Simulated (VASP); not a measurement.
Here is a VASP 6.6.1 calculation.

INCAR

```
  ALGO = Normal
  EDIFF = 1E-7
  ENCUT = 520
  GGA = PE
  ISIF = 2
  ISMEAR = 0
  LASPH = T
  LCHARG = F
  LREAL = F
  LWAVE = F
  NBANDS = 15
  NELM = 100
  PREC = Accurate
  SIGMA = 0.01
```

The input KPOINTS:

```
k-points
0
Gamma
  6 6 6
```

Contents of POSCAR:

```
BaS
1.0
    0.0000000000      3.1488073142      3.1488073142
    3.1488073142      0.0000000000      3.1488073142
    3.1488073142      3.1488073142      0.0000000000
Ba S
1 1
Direct
    0.0000000000      0.0000000000      0.0000000000
    0.5000000000      0.5000000000      0.5000000000
```

Potentials or basis: VASP PAW PBE potentials, release 64 (Ba_sv, S).

Run with:

```console
$ cat potpaw_PBE.64/Ba_sv/POTCAR potpaw_PBE.64/S/POTCAR > POTCAR
$ mpirun -np 1 vasp_std > vasp.out
```

Predict the pressure.

3.7 GPa.

What does it give for the band gap on the k mesh?

2.03 eV, indirect (least direct gap 2.14 eV).

Caveat: spin-orbit coupling is left out, which moves the levels of the heavy elements. A k mesh can miss the band edges.
